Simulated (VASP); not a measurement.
The system is SrMg.

```xyz
2
Lattice="4.0517 0.0000 0.0000 -2.0258 3.5089 0.0000 0.0000 0.0000 5.5894" Properties=species:S:1:pos:R:3 pbc="T T T"
Sr    0.0000    0.0000    0.0000
Mg    2.0258    1.1696    2.7947
```

```yaml
Program: VASP 6.6.1
Task: relaxation of volume and atoms at fixed shape
Functional: LDA
Potentials_or_basis: VASP PAW LDA potentials, release 64 (Sr_sv, Mg)
Cutoff: 600 eV
k_mesh: 5 × 5 × 3
Occupations: methfessel-paxton, width 0.1 eV
Spin: no spin polarisation
```

At the start: pressure -1.6 GPa; volume 39.73 Å³/atom.

Problem. How do energy, volume and symmetry change on relaxing?

Solution. Over 3 steps the energy falls by 18.9 meV/atom and the volume is 36.24 Å³/atom (-8.8 %); space group P-6m2 (No. 187, to 0.05 Å).

The path:
```tsv
step	energy change (eV)	largest force (eV/Å)	pressure (GPa)	volume (Å³)
1	0.0000	0.0000	-1.57	79.46
2	-0.0315	0.0000	-0.69	75.07
3	-0.0378	0.0000	-0.08	72.48
```

Final structure:
```xyz
2
Lattice="3.9294 0.0000 0.0000 -1.9647 3.4030 0.0000 0.0000 0.0000 5.4207" Properties=species:S:1:pos:R:3 pbc="T T T"
Sr    0.0000    0.0000    0.0000
Mg    1.9647    1.1343    2.7104
```

Caveat: the k points lie up to 0.39 Å⁻¹ apart in the final cell.
